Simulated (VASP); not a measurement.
Set up this calculation in VASP 6.6.1, as the native input.

| Item | Value |
| --- | --- |
| Task | relaxation of cell and atoms |
| Functional | PBE |
| Potentials or basis | VASP PAW PBE potentials, release 64 (W_sv, Si) |
| Cutoff | 600 eV |
| k mesh | 15 × 15 × 13 |
| Occupations | fermi-dirac, width 0.1 eV |
| Spin | no spin polarisation |
| Target pressure | 160 GPa |
| Dipole correction | no |
| Further INCAR settings | ALGO = Normal; EDIFF = 1e-07; IBRION = 2; EDIFFG = -0.005; NSW = 60; ISIF = 3 |

The structure of SiW (WC type) lies in POSCAR:

```
SiW
1.0
    2.9367403973      0.0000000000      0.0000000000
   -1.4683701986      2.5432917884      0.0000000000
    0.0000000000      0.0000000000      2.8780055893
W Si
1 1
Direct
    0.0000000000      0.0000000000      0.0000000000
    0.3333333333      0.6666666667      0.5000000000
```

The input as run:

INCAR

```
SYSTEM = SiW
PREC     = Accurate       ! precision mode
ENCUT    = 600            ! plane-wave cutoff, eV
EDIFF    = 1E-7           ! SCF threshold, eV
ISMEAR   = -1             ! smearing method
SIGMA    = 0.1            ! smearing width, eV
LREAL    = .FALSE.        ! projectors in reciprocal space
LASPH    = .TRUE.         ! aspherical terms in the spheres
NELM     = 60             ! most SCF steps
ALGO     = Normal         ! electronic algorithm
ISIF     = 3              ! what is computed and relaxed
LWAVE    = .FALSE.        ! write WAVECAR
LCHARG   = .FALSE.        ! write CHGCAR
GGA      = PE             ! functional
IBRION   = 2              ! ionic algorithm
NSW      = 60             ! ionic steps
EDIFFG   = -0.005         ! ionic threshold
PSTRESS  = 1600.0
```

KPOINTS

```
Automatic mesh
0
G
  15 15 13
  0 0 0
```

Potentials or basis: VASP PAW PBE potentials, release 64 (W_sv, Si).

The run is started by

```sh
$ cat potpaw_PBE.64/W_sv/POTCAR potpaw_PBE.64/Si/POTCAR > POTCAR
$ mpirun -np 1 vasp_std > vasp.out
```

It gave:

```yaml
Relaxed_volume: 10.45 Å³/atom
Relaxed_cell: a = 2.586 Å, b = 2.586 Å, c = 3.609 Å, α = 90.00°, β = 90.00°, γ = 120.00°
Space_group_after_relaxing_to_0.05_Å: P-6m2 (No. 187)
Energy_change_on_relaxing_the_enthalpy_is_what_falls: -188.4 meV/atom
Ionic_steps: 20
Pressure_after_relaxing: 160.0 GPa
Band_gap_on_the_k_mesh: zero (band 9 reaches 17.87 eV, above the bottom of band 10 at 15.37 eV)
```

Caveat: the cell is relaxed towards a set pressure, so the enthalpy falls and the energy may rise; spin-orbit coupling is left out, which moves the levels of the heavy elements.

It took 7 min on 1 thread of Intel(R) Xeon(R) Platinum 8259CL CPU @ 2.50GHz (Skylake/Cascade Lake), with other jobs on the host, peak memory 0.21 GiB.
